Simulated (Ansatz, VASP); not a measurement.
# One calculation of TiC, two programs

```
CELL_PARAMETERS angstrom
0.00000 2.16389 2.16389
2.16389 0.00000 2.16389
2.16389 2.16389 0.00000
ATOMIC_POSITIONS crystal
Ti 0.00000 0.00000 0.00000
C 0.50000 0.50000 0.50000
```

Alike in both runs: functional r2SCAN; k mesh 14 × 14 × 14; occupations fermi-dirac, width 0.08 eV; no spin polarisation.

Ansatz relaxed the structure, and its values are those at the end. VASP's run is a single point on that final structure, the one shown.

|  | VASP | Ansatz |
| --- | --- | --- |
| version | VASP 6.6.1 | Ansatz 0.2.0 |
| potentials or method | VASP PAW PBE potentials, release 64 (Ti_sv, C_h) | PAW with Ansatz's default frozen-core files, scalar-relativistic |
| plane-wave cutoff (eV) | 1430 | 500 |
| valence electrons in the cell | 16 | 16 |

|  | VASP | Ansatz | Ansatz less VASP |
| --- | --- | --- | --- |
| pressure (GPa) | 0.9 | 0.0 | -0.88 |

VASP's potentials were made for PBE, not for r2SCAN.
